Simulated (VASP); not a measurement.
# Ta2N (P-3m1) in VASP: further runs

Ta2N is run at these levels: LDA; tasks: single point, relaxation of cell and atoms, relaxation of shape and atoms at fixed volume.

All numbers are computed with VASP 6.6.1; they aren't measurements. Logs are shortened: lines on timing, memory, paths and dates and some standing lists are left out, and cuts for length are marked.

## 1. The cell of the first run

It takes space group P-3m1 (No. 164, trigonal). The conventional cell has a = 3.131 Å, b = 3.131 Å, c = 4.853 Å, α = 90.00°, β = 90.00°, γ = 120.00°. Within 2.9 Å of Ta (site symmetry 3m) lie 3 N at 2.17 Å. Within 2.9 Å of N (site symmetry -3m) lie 6 Ta at 2.17 Å.

## 2. Single point, LDA (13.73 Å³/atom)

The input, INCAR:

```
SYSTEM = Ta2N
  PREC = Accurate
  ENCUT = 700
  EDIFF = 1E-6
  ISMEAR = 0
  SIGMA = 0.1
  LREAL = .FALSE.
  LASPH = .TRUE.
  NELM = 120
  ALGO = Normal
  ISIF = 2
  LWAVE = .FALSE.
  LCHARG = .FALSE.
  NBANDS = 22
  GGA_COMPAT = .FALSE.
```

The input, KPOINTS:

```
Automatic mesh
0
G
  15 15 10
  0 0 0
```

The input, POSCAR:

```
Ta2N
1.0
    3.1309442525     -0.0000000029      0.0000000000
   -1.5654721237      2.7114772620      0.0000000000
    0.0000000000      0.0000000000      4.8531563043
Ta N
2 1
Direct
    0.6666666667      0.3333333333      0.7510179244
    0.3333333333      0.6666666667      0.2489820756
    0.0000000000      0.0000000000      0.0000000000
```

Potentials or basis: VASP PAW LDA potentials, release 64 (Ta_sv_GW, N).

Run with:

```
$ cat potpaw_LDA.64/Ta_sv_GW/POTCAR potpaw_LDA.64/N/POTCAR > POTCAR
$ mpirun -np 1 vasp_std > vasp.out
```

OUTCAR:

```text
SYSTEM = Ta2N
   PREC = Accurate
   ENCUT = 700
   EDIFF = 1E-6
   ISMEAR = 0
   LREAL = .FALSE.
   LASPH = .TRUE.
   NELM = 120
   ISIF = 2

 ion  position               nearest neighbor table
   1  0.667  0.333  0.751-   3 2.17   3 2.17   3 2.17   2 3.02   2 3.02   2 3.02   2 3.03   2 3.03
                             2 3.03
   2  0.333  0.667  0.249-   3 2.17   3 2.17   3 2.17   1 3.02   1 3.02   1 3.02   1 3.03   1 3.03
                             1 3.03
   3  0.000  0.000  0.000-   1 2.17   2 2.17   1 2.17   2 2.17   1 2.17   2 2.17

  LATTYP: Found a hexagonal cell.
 ALAT       =     3.1309442525
 C/A-ratio  =     1.5500615511

  Lattice vectors:

 A1 = (   3.1309442525,  -0.0000000029,   0.0000000000)
 A2 = (  -1.5654721237,   2.7114772620,   0.0000000000)
 A3 = (   0.0000000000,   0.0000000000,   4.8531563043)

Analysis of symmetry for initial positions (statically):
=====================================================================
 Subroutine PRICEL returns:
 Original cell was already a primitive cell.

 Routine SETGRP: Setting up the symmetry group for a
 hexagonal supercell.

 Subroutine GETGRP returns: Found 12 space group operations
 (whereof 12 operations were pure point group operations)
 out of a pool of 24 trial point group operations.

The static configuration has the point symmetry D_3d.

Analysis of symmetry for dynamics (positions and initial velocities):
=====================================================================
 Subroutine PRICEL returns:
 Original cell was already a primitive cell.

 Routine SETGRP: Setting up the symmetry group for a
 hexagonal supercell.

 Subroutine GETGRP returns: Found 12 space group operations
 (whereof 12 operations were pure point group operations)
 out of a pool of 24 trial point group operations.

The dynamic configuration has the point symmetry D_3d.

 Subroutine INISYM returns: Found 12 space group operations
 (whereof 12 operations are pure point group operations),
 and found     1 'primitive' translations

----------------------------------------------------------------------------------------

                                     Primitive cell

  volume of cell :      41.2008

  direct lattice vectors                    reciprocal lattice vectors
     3.130944252 -0.000000003  0.000000000     0.319392464  0.184401325  0.000000000
    -1.565472124  2.711477262  0.000000000     0.000000000  0.368802650  0.000000000
     0.000000000  0.000000000  4.853156304     0.000000000  0.000000000  0.206051472

  length of vectors
     3.130944252  3.130944253  4.853156304     0.368802650  0.368802650  0.206051472

  position of ions in fractional coordinates (direct lattice)
     0.666666667  0.333333333  0.751017924
     0.333333333  0.666666667  0.248982076
     0.000000000  0.000000000  0.000000000

  ion indices of the primitive-cell ions
   primitive index   ion index
                 1           1
                 2           2
                 3           3

----------------------------------------------------------------------------------------

 KPOINTS: Automatic mesh

Automatic generation of k-mesh.
 Grid dimensions read from file:
 generate k-points for:   15   15   10

 Generating k-lattice:

  Cartesian coordinates                     Fractional coordinates (reciprocal lattice)
     0.021292831  0.012293422  0.000000000     0.066666667  0.000000000  0.000000000
     0.000000000  0.024586843  0.000000000     0.000000000  0.066666667  0.000000000
     0.000000000  0.000000000  0.020605147     0.000000000  0.000000000  0.100000000

  Length of vectors
     0.024586843  0.024586843  0.020605147

  Shift w.r.t. Gamma in fractional coordinates (k-lattice)
     0.000000000  0.000000000  0.000000000

 Subroutine IBZKPT returns following result:
 ===========================================

 Found    238 irreducible k-points:

 Following reciprocal coordinates:
            Coordinates               Weight
  0.000000  0.000000  0.000000      1.000000
  0.066667 -0.000000  0.000000      6.000000
  0.133333 -0.000000  0.000000      6.000000
  0.200000 -0.000000  0.000000      6.000000
  0.266667 -0.000000  0.000000      6.000000
  0.333333 -0.000000  0.000000      6.000000
[... 16 lines left out ...]
  0.333333  0.200000  0.000000     12.000000
  0.400000  0.200000  0.000000      6.000000
 [... further k-points ...]
   k-points           NKPTS =    238   k-points in BZ     NKDIM =    238   number of bands    NBANDS=     22
   number of dos      NEDOS =    301   number of ions     NIONS =      3
   total plane-waves  NPLWV =  32928
   dimension x,y,z NGX =    28 NGY =   28 NGZ =   42
   dimension x,y,z NGXF=    56 NGYF=   56 NGZF=   84
   ions per type =               2   1
   NGX,Y,Z   is equivalent  to a cutoff of  14.87, 14.87, 14.39 a.u.
   NGXF,Y,Z  is equivalent  to a cutoff of  29.73, 29.73, 28.77 a.u.
 SYSTEM =  Ta2N
   PREC   = accura    normal or accurate (medium, high low for compatibility)
   ISTART =      0    job   : 0-new  1-cont  2-samecut
   ICHARG =      2    charge: 1-file 2-atom 10-const
   ISPIN  =      1    spin polarized calculation?
   LNONCOLLINEAR =      F non collinear calculations
   LSORBIT =      F    spin-orbit coupling
   LASPH  =      T    aspherical Exc in radial PAW
   ENCUT  =  700.0 eV  51.45 Ry    7.17 a.u.   6.75  6.75 10.47*2*pi/ulx,y,z
   NELM   =    120;   NELMIN=  2; NELMDL= -5     # of ELM steps
   EDIFF  = 0.1E-05   stopping-criterion for ELM
   LREAL  =      F    real-space projection
   EDIFFG = 0.1E-04   stopping-criterion for IOM
   NSW    =      0    number of steps for IOM
   IBRION =     -1    ionic relax: 0-MD 1-quasi-New 2-CG
   NFREE  =      0    steps in history (QN), initial steepest desc. (CG)
   ISIF   =      2    stress and relaxation
   ISYM   =      2    0-nonsym 1-usesym 2-fastsym
   POTIM  = 0.5000    time-step for ionic-motion
   TEBEG  =    0.0;   TEEND  =   0.0 temperature during run
   PSTRESS=    0.0 pullay stress
   NELECT =      31.0000    total number of electrons
   NUPDOWN=      -1.0000    fix difference up-down
   EMIN   =  10.00;   EMAX   =-10.00  energy-range for DOS
   EFERMI =   0.00;   METHOD = LEGACY
   ISMEAR =     0;   SIGMA  =   0.10  broadening in eV -4-tet -1-fermi 0-gaus
   EFERMI_NEDOS =   21; number of points for ismear=-14 and -15
   IALGO  =     38    algorithm
   IMIX   =      4    mixing-type and parameters
     AMIX     =   0.40;   BMIX     =  1.00
     AMIX_MAG =   1.60;   BMIX_MAG =  1.00
  volume/ion in A,a.u.               =      13.73        92.68
  Fermi-wavevector in a.u.,A,eV,Ry     =   1.488996  2.813794 30.165601  2.217109
  Thomas-Fermi vector in A             =   2.601960
   LORBIT       =      0    0 simple, 1 ext, 2 COOP (PROOUT), +10 PAW based schemes
   GGA     = CA    functional components
   LHFCALC =     F    Hartree Fock is set to
   AEXX    =    0.0000 exact exchange contribution
   IVDW    =     0    specifies the selected vdW correction
   LEPSILON=     F    determine dielectric tensor
   LRPA    =     F    only Hartree local field effects (RPA)
 non-spin polarized calculation
 Gauss-broadening in eV      SIGMA  =   0.10
  energy-cutoff  :      700.00
  volume of cell :       41.20
 maximum number of plane-waves:      1761
   NGX = 13   NGY = 13   NGZ = 21

 number of electron      31.0000001 magnetization

 Free energy of the ion-electron system (eV)
  ---------------------------------------------------
  ext. energy  EPLUGINS =         0.00000000
  ---------------------------------------------------
  free energy    TOTEN  =       -42.55895738 eV

  energy without entropy =      -42.55357904  energy(sigma->0) =      -42.55626821

 E-fermi :  11.4342     XC(G=0): -13.4059

 val. band max:       11.4126977046   @ k =   0.2000   0.0667   0.2000
 cond. band min:      11.4610458434   @ k =   0.2000   0.0667   0.4000
 fundamental gap:      0.0483481387
 Fermi energy:        11.4341595171

 k-point     1 :       0.0000    0.0000    0.0000
  band No.  band energies     occupation
      1     -56.8399      2.00000
      2     -56.7610      2.00000
      3     -24.0433      2.00000
      4     -23.3466      2.00000
      5     -23.3466      2.00000
      6     -23.2176      2.00000
[... 14 lines left out ...]
     21      12.7529      0.00000
     22      16.4079      0.00000

 k-point     2 :       0.0667   -0.0000    0.0000
  band No.  band energies     occupation
      1     -56.8377      2.00000
      2     -56.7603      2.00000
      3     -24.0305      2.00000
      4     -23.3721      2.00000
      5     -23.3564      2.00000
      6     -23.2429      2.00000
[... 14 lines left out ...]
     21      13.0416      0.00000
     22      16.4439      0.00000

 k-point     3 :       0.1333   -0.0000    0.0000
  band No.  band energies     occupation
      1     -56.8313      2.00000
      2     -56.7584      2.00000
      3     -23.9936      2.00000
      4     -23.4448      2.00000
      5     -23.3828      2.00000
      6     -23.3124      2.00000
[... 14 lines left out ...]
     21      13.9683      0.00000
     22      16.3445      0.00000

 k-point     4 :       0.2000   -0.0000    0.0000
  band No.  band energies     occupation
      1     -56.8217      2.00000
      2     -56.7560      2.00000
      3     -23.9364      2.00000
      4     -23.5523      2.00000
      5     -23.4194      2.00000
      6     -23.4101      2.00000
[... 14 lines left out ...]
     21      15.0582      0.00000
     22      16.0748      0.00000

 k-point     5 :       0.2667   -0.0000    0.0000
  band No.  band energies     occupation
      1     -56.8100      2.00000
      2     -56.7537      2.00000
      3     -23.8682      2.00000
      4     -23.6729      2.00000
      5     -23.5162      2.00000
      6     -23.4591      2.00000
[... 417 lines left out ...]
 k-point    22 :       0.2667    0.2000    0.0000
  band No.  band energies     occupation
      1     -56.7844      2.00000
      2     -56.7528      2.00000
      3     -23.8476      2.00000
      4     -23.7165      2.00000
      5     -23.6536      2.00000
      6     -23.5192      2.00000
[... 14 lines left out ...]
     21      16.2666      0.00000
     22      16.8178      0.00000

 k-point    23 :       0.3333    0.2000    0.0000
  band No.  band energies     occupation
      1     -56.7759      2.00000
      2     -56.7547      2.00000
      3     -23.8941      2.00000
      4     -23.7121      2.00000
      5     -23.6126      2.00000
      6     -23.5600      2.00000
[... 14 lines left out ...]
     21      15.8647      0.00000
     22      17.1348      0.00000

 k-point    24 :       0.4000    0.2000    0.0000
  band No.  band energies     occupation
      1     -56.7722      2.00000
      2     -56.7561      2.00000
      3     -23.9116      2.00000
      4     -23.7003      2.00000
      5     -23.6278      2.00000
      6     -23.5466      2.00000
[... 14 lines left out ...]
     21      15.6167      0.00000
     22      17.3359      0.00000

 [... further k-points ...]
[... 5 lines left out ...]
  --------------------------------------------------------------------------------------
  -------------------------------------------------------------------------------------
  Total       -3.7000264     -3.7000264     -3.7476766     -0.0000000      0.0000000     -0.0000000
  in kB     -143.8831141   -143.8831141   -145.7360901     -0.0000000      0.0000000     -0.0000000
  external PRESSURE =    -144.5007727 kB  Pullay stress =       0.0000000 kB

 VOLUME and BASIS-vectors are now :
 -----------------------------------------------------------------------------
  energy-cutoff  :      700.00
  volume of cell :       41.20
      direct lattice vectors                 reciprocal lattice vectors
     3.130944252 -0.000000003  0.000000000     0.319392464  0.184401325  0.000000000
    -1.565472124  2.711477262  0.000000000     0.000000000  0.368802650  0.000000000
     0.000000000  0.000000000  4.853156304     0.000000000  0.000000000  0.206051472

 POSITION                                       TOTAL-FORCE (eV/Angst)
 -----------------------------------------------------------------------------------
      1.56547      0.90383      3.64481         0.000000      0.000000     -0.026665
      0.00000      1.80765      1.20835        -0.000000     -0.000000      0.026665
      0.00000      0.00000      0.00000        -0.000000      0.000000      0.000000
 -----------------------------------------------------------------------------------
    total drift:                               -0.000000      0.000000      0.000000

  FREE ENERGIE OF THE ION-ELECTRON SYSTEM (eV)
  ---------------------------------------------------
  free  energy   TOTEN  =       -42.5589573830 eV

  energy  without entropy=      -42.5535790437  energy(sigma->0) =      -42.55626821
```

It took 3.8 min on 1 thread of Intel Xeon 6975P-C (Granite Rapids), shared host; peak memory 0.41 GiB.

Results:

* Free energy: -42.5590 eV
* Pressure: -14.5 GPa
* Largest force: 0.027 eV/Å
* Band gap on the k mesh: zero (an odd number of electrons rules out a gap without spin polarisation)

Forces in eV/Å, atoms in the order of the input:
```
Ta   0.000  0.000 -0.027
Ta   0.000  0.000  0.027
N    0.000  0.000  0.000
```

Levels at points of the mesh, in eV from the Fermi level:
| k point | band 11 | band 12 | band 13 | band 14 | band 15 | band 16 | band 17 | band 18 | band 19 | band 20 |
| --- | --- | --- | --- | --- | --- | --- | --- | --- | --- | --- |
| (0.00, 0.00, 0.00) | -6.23 | -6.23 | -4.71 | -0.55 | -0.31 | -0.31 | 0.20 | 0.20 | 0.47 | 1.32 |
| (0.00, 0.00, 0.50) | -6.39 | -6.39 | -2.61 | -2.49 | -1.18 | -1.18 | 1.81 | 1.83 | 2.13 | 2.13 |

Caveat: the cell stands under tension; spin-orbit coupling is left out, which moves the levels of the heavy elements.

## 3. Single point, LDA

This run uses another cell than the first one, of 13.62 Å³/atom.

The input, INCAR:

```
SYSTEM = Ta2N
PREC = Accurate
ENCUT = 700
EDIFF = 1E-6
ISMEAR = 0
SIGMA = 0.1
LREAL = .False.
LASPH = .True.
NELM = 120
ALGO = Normal
ISIF = 2
LWAVE = .False.
LCHARG = .False.
GGA = CA
NBANDS = 22
GGA_COMPAT = .False.
```

The input, KPOINTS:

```
regular mesh
0
Gamma
  6 6 4
  0 0 0
```

The input, POSCAR:

```
Ta2N
1.0
    3.1128615100      0.0000000000      0.0000000000
   -1.5564307500      2.6958171400      0.0000000000
    0.0000000000      0.0000000000      4.8698410000
Ta N
2 1
Direct
    0.6666666700      0.3333333300      0.7452890000
    0.3333333300      0.6666666700      0.2547110000
    0.0000000000      0.0000000000      0.0000000000
```

Potentials or basis: VASP PAW LDA potentials, release 64 (Ta_sv_GW, N).

Run with:

```
$ cat potpaw_LDA.64/Ta_sv_GW/POTCAR potpaw_LDA.64/N/POTCAR > POTCAR
$ mpirun -np 1 vasp_std > vasp.out
```

OUTCAR:

```text
SYSTEM = Ta2N
   PREC = Accurate
   ENCUT = 700
   EDIFF = 1E-6
   ISMEAR = 0
   LREAL = .False.
   LASPH = .True.
   NELM = 120
   ISIF = 2
   GGA = CA

 ion  position               nearest neighbor table
   1  0.667  0.333  0.745-   3 2.18   3 2.18   3 2.18   2 2.99   2 2.99   2 2.99   2 3.06   2 3.06
                             2 3.06
   2  0.333  0.667  0.255-   3 2.18   3 2.18   3 2.18   1 2.99   1 2.99   1 2.99   1 3.06   1 3.06
                             1 3.06
   3  0.000  0.000  0.000-   1 2.18   2 2.18   2 2.18   1 2.18   1 2.18   2 2.18

  LATTYP: Found a hexagonal cell.
 ALAT       =     3.1128615100
[... 795 lines left out ...]
  --------------------------------------------------------------------------------------
  -------------------------------------------------------------------------------------
  Total       -3.4527908     -3.4527908     -3.5851362     -0.0000000     -0.0000000      0.0000000
  in kB     -135.3679452   -135.3679446   -140.5565971     -0.0000003     -0.0000000      0.0000000
  external PRESSURE =    -137.0974956 kB  Pullay stress =       0.0000000 kB

 VOLUME and BASIS-vectors are now :
 -----------------------------------------------------------------------------
  energy-cutoff  :      700.00
  volume of cell :       40.87
      direct lattice vectors                 reciprocal lattice vectors
     3.112861510  0.000000000  0.000000000     0.321247828  0.185472520  0.000000000
    -1.556430750  2.695817140  0.000000000     0.000000000  0.370945041  0.000000000
     0.000000000  0.000000000  4.869841000     0.000000000  0.000000000  0.205345513

 POSITION                                       TOTAL-FORCE (eV/Angst)
 -----------------------------------------------------------------------------------
      1.55643      0.89861      3.62944        -0.000000      0.000000      0.666713
     -0.00000      1.79721      1.24040         0.000000     -0.000000     -0.666713
      0.00000      0.00000      0.00000         0.000000      0.000000      0.000000
 -----------------------------------------------------------------------------------
    total drift:                                0.000000      0.000000      0.000000

  FREE ENERGIE OF THE ION-ELECTRON SYSTEM (eV)
  ---------------------------------------------------
  free  energy   TOTEN  =       -42.5673554628 eV

  energy  without entropy=      -42.5617414348  energy(sigma->0) =      -42.56454845
```

OSZICAR:

```text
N       E                     dE             d eps       ncg     rms          rms(c)
DAV:   1     0.295907099088E+03    0.29591E+03   -0.22279E+04  1056   0.176E+03
DAV:   2    -0.271456039421E+02   -0.32305E+03   -0.30960E+03  1324   0.422E+02
DAV:   3    -0.470050572595E+02   -0.19859E+02   -0.19479E+02  1422   0.985E+01
DAV:   4    -0.475261309115E+02   -0.52107E+00   -0.52054E+00  1358   0.141E+01
DAV:   5    -0.475326141524E+02   -0.64832E-02   -0.64816E-02  1498   0.152E+00    0.899E+01
DAV:   6    -0.431281519968E+02    0.44045E+01   -0.20129E+01  1206   0.246E+01    0.733E+01
DAV:   7    -0.429227641098E+02    0.20539E+00   -0.60403E+00  1104   0.143E+01    0.699E+00
DAV:   8    -0.425732893978E+02    0.34947E+00   -0.15196E+00  1222   0.682E+00    0.470E+00
DAV:   9    -0.425679966879E+02    0.52927E-02   -0.13801E-01  1182   0.243E+00    0.337E+00
DAV:  10    -0.425678044993E+02    0.19219E-03   -0.35231E-03  1292   0.393E-01    0.263E+00
DAV:  11    -0.425677620153E+02    0.42484E-04   -0.99080E-04  1240   0.245E-01    0.133E+00
DAV:  12    -0.425674046676E+02    0.35735E-03   -0.29044E-03  1218   0.405E-01    0.183E+00
DAV:  13    -0.425673605412E+02    0.44126E-04   -0.16172E-04  1170   0.797E-02    0.908E-01
DAV:  14    -0.425673575472E+02    0.29940E-05   -0.13167E-05  1174   0.224E-02    0.337E-01
DAV:  15    -0.425673555020E+02    0.20453E-05   -0.12904E-05  1004   0.222E-02    0.193E-01
DAV:  16    -0.425673554628E+02    0.39145E-07   -0.51771E-07   630   0.569E-03
   1 F= -.42567355E+02 E0= -.42564548E+02  d E =-.561403E-02
```

Wall time 41 s (1 thread of AMD EPYC 7R13 (Zen 3), shared host); peak memory 0.15 GiB.

Results:

* Free energy: -42.5674 eV
* Pressure: -13.7 GPa
* Largest force: 0.667 eV/Å
* Band gap on the k mesh: zero (an odd number of electrons rules out a gap without spin polarisation)

Forces on the atoms (eV/Å):
```
Ta   0.000  0.000  0.667
Ta   0.000  0.000 -0.667
N    0.000  0.000  0.000
```

Levels at points of the mesh, in eV from the Fermi level:
```
           k point  band 13  band 14  band 15  band 16  band 17  band 18
(0.00, 0.00, 0.00)    -4.86    -0.75    -0.34    -0.34     0.17     0.17
(0.50, 0.00, 0.00)    -4.58    -2.59    -1.36     1.67     1.80     3.59
(0.00, 0.00, 0.50)    -2.89    -2.62    -1.21    -1.21     1.70     1.94
(0.50, 0.00, 0.50)    -3.32    -2.12    -2.11    -0.32     0.63     3.16
```

Caveat: the k points lie up to 0.39 Å⁻¹ apart, too coarse for converged energies and pressures of a metal; spin-orbit coupling is left out, which moves the levels of the heavy elements.

[end of part 1 of 2]

The gap in the log of VASP goes by the Fermi energy; the results here count the filled bands.